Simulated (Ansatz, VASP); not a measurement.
**Ga in VASP and in Ansatz**

```
Ga
1.0
     2.90484    0.00000    0.00000
    -1.45242    2.51566    0.00000
     0.00000    0.00000    9.72248
Ga
4
Direct
  0.00000 0.00000 0.00000
  0.00000 0.00000 0.50000
  0.33333 0.66667 0.75000
  0.66667 0.33333 0.25000
```

Alike in both runs: functional PBEsol; k mesh 18 × 18 × 6; occupations gaussian, width 0.1 eV; no spin polarisation.

Ansatz relaxed the structure, and its values are those at the end. VASP's run is a single point on that final structure, the one shown.

|  | VASP | Ansatz |
| --- | --- | --- |
| version | VASP 6.6.1 | Ansatz 0.2.0 |
| potentials or method | VASP PAW PBE potentials, release 64 (Ga_d), cutoff 520 eV | scalar-relativistic, plane waves, PAW |
| valence electrons in the cell | 52 | 52 |

Ansatz gave:

```
gap on the k mesh at the Fermi level (eV) : none
pressure (GPa)                            : 0.0
```

What did VASP give for the same quantities?

gap on the k mesh at the Fermi level (eV): none; pressure (GPa): 0.1.

VASP's potentials were made for PBE, not for PBEsol. A gap of «none» marks a metal or a gap that the smearing closes.
